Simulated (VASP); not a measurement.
A run of VASP 6.6.1:

Contents of INCAR:

```
SYSTEM = Be
  ALGO = Normal
  EDIFF = 1E-6
  ENCUT = 520
  GGA = PE
  ISIF = 2
  ISMEAR = 0
  LASPH = .TRUE.
  LCHARG = .FALSE.
  LREAL = .FALSE.
  LWAVE = .FALSE.
  NBANDS = 24
  NELM = 80
  PREC = Accurate
  SIGMA = 0.2
```

The input KPOINTS:

```
k-points
0
G
  6 6 2
  0 0 0
```

Contents of POSCAR:

```
Be
1.0
    3.4598817144      0.0014108781     -0.0009288490
   -1.7286796644      2.9915224010      0.0008218588
   -0.0026645107      0.0007475075     10.6346808267
Be
12
Direct
    0.6668697902      0.3336530498      0.6530894374
    0.6673791719      0.3340356329      0.0542786320
    0.6674171273      0.3340087844      0.4484517474
    0.6670134131      0.3337720744      0.8465717244
   -0.0005377593     -0.0006660693      0.2515753628
    0.3327333832      0.6660088533      0.9498635369
    0.0004423154      0.0006494870      0.7333222637
    0.6660750132      0.3326284632      0.2518452068
    0.3330856799      0.6662148939      0.3483444955
    0.3338532855      0.6673563719      0.7516086468
    0.3329645818      0.6663333559      0.1551631188
    0.3327039978      0.6660051027      0.5558858276
```

Potentials or basis: VASP PAW PBE potentials, release 64 (Be).

The run is started by

```console
$ cat potpaw_PBE.64/Be/POTCAR > POTCAR
$ mpirun -np 1 vasp_std > vasp.out
```

Hardware: 1 thread of AMD EPYC 7R43 64-Core Processor (Zen 3), on a shared host.

Question: How long does it take, and how much memory?

Answer: Run time: 2 min on 1 thread of AMD EPYC 7R43 64-Core Processor (Zen 3), with other jobs on the host, peak memory 0.23 GiB. Counts: scf iterations 14, k points 40.
